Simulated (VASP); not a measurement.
# Rh (Fm-3m) in VASP: a series of runs, part 2 of 2

VASP 6.6.1. The steps go on from the part before.

## (6) Single point, PBE

This run uses another cell than the first one, of 14.06 Å³/atom, 1.064 times its volume.

Input file INCAR:

```
PREC = Accurate
ENCUT = 520
EDIFF = 1E-6
ISMEAR = -1
SIGMA = 0.06122561905347299
LREAL = F
LASPH = T
NELM = 60
ALGO = Normal
ISIF = 2
LWAVE = F
LCHARG = F
GGA = PE
NBANDS = 14
```

Input file KPOINTS:

```
Automatic mesh
0
Gamma
  17 17 17
```

Input file POSCAR:

```
Rh
1.0
    0.0000000000      1.9154460197      1.9154460197
    1.9154460197      0.0000000000      1.9154460197
    1.9154460197      1.9154460197      0.0000000000
Rh
1
Direct
    0.0000000000      0.0000000000      0.0000000000
```

Potentials or basis: VASP PAW PBE potentials, release 64 (Rh_pv).

On the command line:

```
$ cat potpaw_PBE.64/Rh_pv/POTCAR > POTCAR
$ mpirun -np 1 vasp_std > vasp.out
```

OUTCAR:

```text
PREC = Accurate
   ENCUT = 520
   EDIFF = 1E-6
   ISMEAR = -1
   LREAL = F
   LASPH = T
   NELM = 60
   ISIF = 2
   GGA = PE

 ion  position               nearest neighbor table
   1  0.000  0.000  0.000-

  LATTYP: Found a face centered cubic cell.
 ALAT       =     3.8308920394

  Lattice vectors:

 A1 = (   0.0000000000,   1.9154460197,   1.9154460197)
 A2 = (   1.9154460197,   0.0000000000,   1.9154460197)
 A3 = (   1.9154460197,   1.9154460197,   0.0000000000)

Analysis of symmetry for initial positions (statically):
=====================================================================
 Subroutine PRICEL returns:
 Original cell was already a primitive cell.

 Routine SETGRP: Setting up the symmetry group for a
 face centered cubic supercell.

 Subroutine GETGRP returns: Found 48 space group operations
 (whereof 48 operations were pure point group operations)
 out of a pool of 48 trial point group operations.

The static configuration has the point symmetry O_h .

Analysis of symmetry for dynamics (positions and initial velocities):
=====================================================================
 Subroutine PRICEL returns:
 Original cell was already a primitive cell.

 Routine SETGRP: Setting up the symmetry group for a
 face centered cubic supercell.

 Subroutine GETGRP returns: Found 48 space group operations
 (whereof 48 operations were pure point group operations)
 out of a pool of 48 trial point group operations.

The dynamic configuration has the point symmetry O_h .

 Subroutine INISYM returns: Found 48 space group operations
 (whereof 48 operations are pure point group operations),
 and found     1 'primitive' translations

----------------------------------------------------------------------------------------

                                     Primitive cell

  volume of cell :      14.0553

  direct lattice vectors                    reciprocal lattice vectors
     0.000000000  1.915446020  1.915446020    -0.261035808  0.261035808  0.261035808
[... 113 lines left out ...]
   LEPSILON=     F    determine dielectric tensor
   LRPA    =     F    only Hartree local field effects (RPA)
 non-spin polarized calculation
  energy-cutoff  :      520.00
  volume of cell :       14.06
 maximum number of plane-waves:       388
   NGX =  9   NGY =  9   NGZ =  9

 number of electron      15.0000003 magnetization

 Free energy of the ion-electron system (eV)
  ---------------------------------------------------
  ext. energy  EPLUGINS =         0.00000000
  ---------------------------------------------------
  free energy    TOTEN  =        -7.26789193 eV

  energy without entropy =       -7.25312524  energy(sigma->0) =       -7.26050858

 E-fermi :  11.5026     XC(G=0): -13.8892

 val. band max:       11.4885509010   @ k =   0.4118   0.2353   0.0588
 cond. band min:      11.5182760694   @ k =   0.4118   0.2941   0.0588
 fundamental gap:      0.0297251684
 Fermi energy:        11.5026287925

 k-point     1 :       0.0000    0.0000    0.0000
  band No.  band energies     occupation
      1     -34.8345      2.00000
      2     -34.8345      2.00000
      3     -34.8345      2.00000
      4       3.7066      2.00000
      5       8.5317      2.00000
      6       8.5317      2.00000
      7       8.5317      2.00000
      8      10.5459      2.00000
      9      10.5459      2.00000
     10      27.5125      0.00000
     11      32.1084      0.00000
     12      32.8487      0.00000
     13      32.8487      0.00000
     14      32.8487      0.00000
[... 377 lines left out ...]
      1     -34.9662      2.00000
      2     -34.8695      2.00000
      3     -34.8465      2.00000
      4       4.5232      2.00000
      5       8.1870      2.00000
      6       8.8148      2.00000
      7       8.8508      2.00000
      8      10.2441      2.00000
      9      10.6217      2.00000
     10      28.5460      0.00000
     11      29.9034      0.00000
     12      32.1083      0.00000
     13      33.1062      0.00000
     14      34.4700      0.00000

 [... further k-points ...]

------------------------ aborting loop because EDIFF is reached ----------------------------------------

  FORCE on cell =-STRESS in cart. coord.  units (eV):
  Direction    XX          YY          ZZ          XY          YZ          ZX
  --------------------------------------------------------------------------------------
  -------------------------------------------------------------------------------------
  Total       -0.0081088     -0.0081088     -0.0081088      0.0000000      0.0000000     -0.0000000
  in kB       -0.9243319     -0.9243319     -0.9243319      0.0000000      0.0000000     -0.0000000
  external PRESSURE =      -0.9243319 kB  Pullay stress =       0.0000000 kB

 VOLUME and BASIS-vectors are now :
 -----------------------------------------------------------------------------
  energy-cutoff  :      520.00
  volume of cell :       14.06
      direct lattice vectors                 reciprocal lattice vectors
     0.000000000  1.915446020  1.915446020    -0.261035808  0.261035808  0.261035808
     1.915446020  0.000000000  1.915446020     0.261035808 -0.261035808  0.261035808
     1.915446020  1.915446020  0.000000000     0.261035808  0.261035808 -0.261035808

 POSITION                                       TOTAL-FORCE (eV/Angst)
 -----------------------------------------------------------------------------------
      0.00000      0.00000      0.00000         0.000000     -0.000000     -0.000000
 -----------------------------------------------------------------------------------
    total drift:                                0.000000     -0.000000      0.000000

  FREE ENERGIE OF THE ION-ELECTRON SYSTEM (eV)
  ---------------------------------------------------
  free  energy   TOTEN  =        -7.2678919255 eV

  energy  without entropy=       -7.2531252422  energy(sigma->0) =       -7.26050858
```

Run time: 9.3 s. Hardware: 1 thread of Intel Xeon 6975P-C (Granite Rapids), shared host; peak memory 0.14 GiB.

Results:

| Quantity | Value |
| --- | --- |
| Free energy | -7.2679 eV |
| Pressure | -0.1 GPa |

## (7) Summary

```csv
cell,gap on the mesh (eV),pressure (GPa)
"a = 2.654 Å, angles 60.0°, 1 atom",none,18.7
"a = 2.672 Å, angles 60.0°, 1 atom",none,11.7
"a = 2.691 Å, angles 60.0°, 1 atom",none,5.4
"a = 2.709 Å, angles 60.0°, 1 atom",none,-0.1
```

Alike in all rows: task single point; level PBE; potentials or basis VASP PAW PBE potentials, release 64 (Rh_pv); no spin polarisation; k mesh 17 × 17 × 17; cutoff (eV) 520; smearing fermi-dirac 0.0612256 eV.

Total energies depend on the potentials used, so only differences within one code and one set of settings carry meaning.
